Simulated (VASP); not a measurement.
BeS:

```xyz
2
Lattice="0.0000 2.4352 2.4352 2.4352 0.0000 2.4352 2.4352 2.4352 0.0000" Properties=species:S:1:pos:R:3 pbc="T T T"
Be    0.0000    0.0000    0.0000
S     3.6527    3.6527    3.6527
```

Program: VASP 6.6.1. Alike in all runs: task single point; potentials or basis VASP PAW PBE potentials, release 64 (Be, S); cell as given.

Q: Order these runs on this cell by their band gap on the k mesh, lowest first.
A. level PBE; spin off; k mesh 1 × 1 × 1, shifted; cutoff (eV) 520; smearing gaussian 0.1 eV
B. level BLYP; spin off; k mesh 8 × 8 × 8; cutoff (eV) 600; smearing gaussian 0.1 eV
C. level PBE; spin off; k mesh 2 × 2 × 2, shifted; cutoff (eV) 600; smearing gaussian 0.1 eV
D. level PBE; spin collinear, zero start; k mesh 4 × 8 × 2; cutoff (eV) 520; smearing tetrahedron
E. level PBEsol; spin collinear, ferromagnetic start; k mesh 5 × 5 × 5; cutoff (eV) 600; smearing gaussian 0.1 eV

A: D (3.10 eV), E (3.25 eV), B (3.43 eV), C (3.88 eV), A (5.84 eV).

Caveats: some runs use coarse meshes.

A k mesh can miss the band edges, odd and even meshes differently.
